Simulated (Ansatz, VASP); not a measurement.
## LuTl2: VASP beside Ansatz

```xyz
3
Lattice="5.1850 0.0000 0.0000 -2.5925 4.4903 0.0000 0.0000 0.0000 4.3488" Properties=species:S:1:pos:R:3 pbc="T T T"
Lu    0.0000    0.0000    0.0000
Tl    0.0000    2.9935    2.1744
Tl    2.5925    1.4968    2.1744
```

Change from the starting cell: species swapped into the HfBe2 type (P6/mmm, No. 191).

Alike in both runs: task relaxation of cell and atoms; functional PBE; k mesh 6 × 6 × 4; occupations gaussian, width 0.1 eV; no spin polarisation.

|  | VASP | Ansatz |
| --- | --- | --- |
| version | VASP 6.6.1 | Ansatz 0.2.0 |
| potentials or method | VASP PAW PBE potentials, release 64 (Lu, Tl_d), cutoff 600 eV | scalar-relativistic, plane waves, PAW |
| valence electrons in the cell | 51 | 51 |

VASP gave:

```
gap on the k mesh at the Fermi level, each at its own relaxed structure (eV) : none
relaxed volume (Å³/atom)                                                     : 27.83
relaxed cell length with the largest relative difference (Å)                 : 3.139
```

**Question.** Estimate Ansatz's values.

**Answer.** gap on the k mesh at the Fermi level, each at its own relaxed structure (eV): none; relaxed volume (Å³/atom): 27.86; relaxed cell length with the largest relative difference (Å): 3.255.

A gap of «none» marks a metal or a gap that the smearing closes.

The k mesh is coarse, so the values compare programs but aren't converged. Neither program's run includes spin-orbit coupling. Noted on VASP's run: the volume moved by over 15 % at a fixed basis, so the end points are rough.
